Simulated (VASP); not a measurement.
# Ag (Im-3m) in VASP: further runs, part 3 of 3

VASP 6.6.1.

## (5) Relaxation of cell and atoms, revPBE+D4

This run uses another cell than the first one, of 18.15 Å³/atom, 1.035 times its volume.

Input file INCAR:

```
PREC     = Accurate       # precision mode
ENCUT    = 600            # plane-wave cutoff, eV
EDIFF    = 1E-7           # SCF threshold, eV
ISMEAR   = -1             # smearing method
SIGMA    = 0.05           # smearing width, eV
LREAL    = F              # projectors in reciprocal space
LASPH    = T              # aspherical terms in the spheres
NELM     = 80             # most SCF steps
ALGO     = Normal         # electronic algorithm
ISIF     = 3              # what is computed and relaxed
LWAVE    = F              # write WAVECAR
LCHARG   = F              # write CHGCAR
GGA      = RE             # functional
IVDW     = 13             # dispersion correction
IBRION   = 2              # ionic algorithm
NSW      = 60             # ionic steps
EDIFFG   = -0.01          # ionic threshold
```

Input file KPOINTS:

```
regular mesh
0
Gamma
  11 11 11
```

Input file POSCAR:

```
Ag
1.0
   -1.6556540000      1.6556540000      1.6556540000
    1.6556540000     -1.6556540000      1.6556540000
    1.6556540000      1.6556540000     -1.6556540000
Ag
1
Direct
    0.0000000000      0.0000000000      0.0000000000
```

Potentials or basis: VASP PAW PBE potentials, release 64 (Ag).

On the command line:

```
$ cat potpaw_PBE.64/Ag/POTCAR > POTCAR
$ mpirun -np 1 vasp_std > vasp.out
```

OUTCAR:

```text
PREC = Accurate
   ENCUT = 600
   EDIFF = 1E-7
   ISMEAR = -1
   LREAL = F
   LASPH = T
   NELM = 80
   ISIF = 3
   GGA = RE
   IVDW = 13
   IBRION = 2
   NSW = 60
   EDIFFG = -0.01

 ion  position               nearest neighbor table
   1  0.000  0.000  0.000-

  LATTYP: Found a body centered cubic cell.
 ALAT       =     3.3113080000

  Lattice vectors:

 A1 = (  -1.6556540000,   1.6556540000,   1.6556540000)
 A2 = (   1.6556540000,  -1.6556540000,   1.6556540000)
 A3 = (   1.6556540000,   1.6556540000,  -1.6556540000)

Analysis of symmetry for initial positions (statically):
=====================================================================
 Subroutine PRICEL returns:
 Original cell was already a primitive cell.

 Routine SETGRP: Setting up the symmetry group for a
[... 245 lines left out ...]

 Free energy of the ion-electron system (eV)
  ---------------------------------------------------
  ext. energy  EPLUGINS =         0.00000000
  ---------------------------------------------------
  free energy    TOTEN  =        -2.24011352 eV

  energy without entropy =       -2.23627205  energy(sigma->0) =       -2.23819279

 E-fermi :   8.5608     XC(G=0): -12.1215

 val. band max:        8.5302218830   @ k =  -0.3636   0.4545   0.0909
 cond. band min:       8.6893823923   @ k =  -0.4545   0.4545   0.0909
 fundamental gap:      0.1591605093
 Fermi energy:         8.5607805397

 k-point     1 :       0.0000    0.0000    0.0000
  band No.  band energies     occupation
      1       0.8048      2.00000
      2       3.6156      2.00000
      3       3.6156      2.00000
      4       3.6156      2.00000
      5       4.9467      2.00000
      6       4.9467      2.00000
      7      26.5360      0.00000
      8      26.5360      0.00000
      9      26.5360      0.00000
[... 265 lines left out ...]
 k-point    24 :       0.3636    0.1818    0.0909
  band No.  band energies     occupation
      1       2.7127      2.00000
      2       3.0064      2.00000
      3       4.3160      2.00000
      4       4.9959      2.00000
      5       5.1151      2.00000
      6      11.3539      0.00000
      7      13.0832      0.00000
      8      17.5063      0.00000
      9      20.0484      0.00000

 [... further k-points ...]

------------------------ aborting loop because EDIFF is reached ----------------------------------------

  DFT-D4 for vdW energy calculation

  Edisp (eV):   -0.96291
[... 24 lines left out ...]
  FREE ENERGIE OF THE ION-ELECTRON SYSTEM (eV)
  ---------------------------------------------------
  free  energy   TOTEN  =        -3.2030278486 eV

  energy  without entropy=       -3.1991863771  energy(sigma->0) =       -3.20110711

 reached required accuracy - stopping structural energy minimisation
```

OSZICAR:

```text
N       E                     dE             d eps       ncg     rms          rms(c)
DAV:   1     0.502184315112E+02    0.50218E+02   -0.61998E+03  1024   0.123E+03
DAV:   2    -0.206053213616E+01   -0.52279E+02   -0.50925E+02  1049   0.223E+02
DAV:   3    -0.246566292279E+01   -0.40513E+00   -0.40415E+00  1135   0.240E+01
[... 23 lines left out ...]
DAV:   3    -0.224099479849E+01    0.42254E-02   -0.12469E-02  1051   0.113E+00    0.587E-01
DAV:   4    -0.224011006418E+01    0.88473E-03   -0.11754E-03  1053   0.370E-01    0.272E-02
DAV:   5    -0.224011125503E+01   -0.11908E-05   -0.60465E-05  1075   0.730E-02    0.114E-02
DAV:   6    -0.224011352743E+01   -0.22724E-05   -0.30640E-06  1048   0.232E-02    0.847E-04
DAV:   7    -0.224011352479E+01    0.26405E-08   -0.16313E-08   607   0.137E-03
   3 F= -.32030278E+01 E0= -.32011071E+01  d E =-.215968E-01
```

Run time: 30 s. Hardware: 1 thread of Intel Xeon 8259CL, shared host; peak memory 0.16 GiB.

Results:

```
Free energy                            : -3.2030 eV
Relaxed volume                         : 17.03 Å³/atom
Relaxed cell                           : a = 2.807 Å, b = 2.807 Å, c = 2.807 Å, α = 109.47°, β = 109.47°, γ = 109.47°
Space group after relaxing (to 0.05 Å) : Im-3m (No. 229)
Energy gained by relaxing              : 21.6 meV/atom
Ionic steps                            : 3
Pressure after relaxing                : 0.0 GPa
Dispersion energy per atom             : -0.963 eV
```

The path:
| step | energy change (eV) | largest force (eV/Å) | pressure (GPa) | volume (Å³) |
| --- | --- | --- | --- | --- |
| 1 | 0.0000 | 0.0000 | -5.71 | 18.15 |
| 2 | -0.0160 | 0.0000 | 3.60 | 16.51 |
| 3 | -0.0216 | 0.0000 | 0.00 | 17.03 |

Final structure:
```
CELL_PARAMETERS angstrom
-1.62066 1.62066 1.62066
1.62066 -1.62066 1.62066
1.62066 1.62066 -1.62066
ATOMIC_POSITIONS crystal
Ag 0.00000 0.00000 0.00000
```

Caveat: the PAW data sets were made with another functional, which shifts forces and pressure a little; pairwise dispersion overbinds metals, which lowers pressure and volume.

## (6) Relaxation of cell and atoms, BLYP+D3(BJ)

This run uses another cell than the first one, of 18.15 Å³/atom, 1.035 times its volume.

Input file INCAR:

```
  AGGAC = 1.0
  AGGAX = 1.0
  ALDAC = 0.0
  ALDAX = 1.0
  ALGO = Normal
  EDIFF = 1E-7
  EDIFFG = -0.01
  ENCUT = 600
  GGA = B5
  IBRION = 2
  ISIF = 3
  ISMEAR = -1
  IVDW = 12
  LASPH = T
  LCHARG = F
  LREAL = F
  LWAVE = F
  NELM = 100
  NSW = 60
  PREC = Accurate
  SIGMA = 0.05
  VDW_A1 = 0.4298
  VDW_A2 = 4.2359
  VDW_S6 = 1.0
  VDW_S8 = 2.6996
```

Input file KPOINTS:

```
k-points
0
Gamma
  11 11 11
```

POSCAR is that of step 5.

Potentials or basis: VASP PAW PBE potentials, release 64 (Ag).

On the command line:

```
$ cat potpaw_PBE.64/Ag/POTCAR > POTCAR
$ mpirun -np 1 vasp_std > vasp.out
```

It took 47 s on 1 thread of Intel Xeon 8259CL, shared host; peak memory 0.16 GiB.

Results (log left out):

```yaml
Free_energy: -3.3344 eV
Relaxed_volume: 17.10 Å³/atom
Relaxed_cell: a = 2.811 Å, b = 2.811 Å, c = 2.811 Å, α = 109.47°, β = 109.47°, γ = 109.47°
Space_group_after_relaxing_to_0.05_Å: Im-3m (No. 229)
Energy_gained_by_relaxing: 19.2 meV/atom
Ionic_steps: 3
Pressure_after_relaxing: 0.0 GPa
Dispersion_energy_per_atom: -1.338 eV
```

Step by step:
```tsv
step	energy change (eV)	largest force (eV/Å)	pressure (GPa)	volume (Å³)
1	0.0000	0.0000	-5.47	18.15
2	-0.0134	0.0000	3.67	16.57
3	-0.0192	0.0000	-0.02	17.10
```

Final structure:
```
Ag
1.0
    -1.62302    1.62302    1.62302
     1.62302   -1.62302    1.62302
     1.62302    1.62302   -1.62302
Ag
1
Direct
  0.00000 0.00000 0.00000
```

Levels at points of the mesh, in eV from the Fermi level:
| k point | band 4 | band 5 | band 6 | band 7 | band 8 | band 9 |
| --- | --- | --- | --- | --- | --- | --- |
| (0.00, 0.00, 0.00) | -5.04 | -3.70 | -3.70 | 18.17 | 18.17 | 18.17 |

Caveat: the PAW data sets were made with another functional, which shifts forces and pressure a little; pairwise dispersion overbinds metals, which lowers pressure and volume.

## (7) The runs side by side

| task | level | cell | cutoff (eV) | smearing | gap on the mesh (eV) | pressure (GPa) | relaxed volume (Å³/atom) |
| --- | --- | --- | --- | --- | --- | --- | --- |
| single point | BLYP+D4 | a = 2.835 Å, angles 109.5°, 1 atom | 520 | fermi-dirac 0.05 eV | none | 0.1 | - |
| single point | PBE | a = 2.868 Å, angles 109.5°, 1 atom | 520 | gaussian 0.027 eV | none | -0.8 | - |
| relaxation of cell and atoms | revPBE+D3(BJ) | relaxed from a = 2.868 Å, angles 109.5°, 1 atom | 600 | fermi-dirac 0.05 eV | none | 0.0 | 16.65 |
| relaxation of cell and atoms | revPBE+D4 | relaxed from a = 2.868 Å, angles 109.5°, 1 atom | 600 | fermi-dirac 0.05 eV | none | 0.0 | 17.03 |
| relaxation of cell and atoms | BLYP+D3(BJ) | relaxed from a = 2.868 Å, angles 109.5°, 1 atom | 600 | fermi-dirac 0.05 eV | none | 0.0 | 17.10 |

Alike in all rows: potentials or basis VASP PAW PBE potentials, release 64 (Ag); no spin polarisation; k mesh 11 × 11 × 11.

Caveats: the PAW data sets were made with another functional, which shifts forces and pressure a little (some runs); pairwise dispersion overbinds metals, which lowers pressure and volume (some runs).

Absolute energies hang on the potentials; compare differences alone.
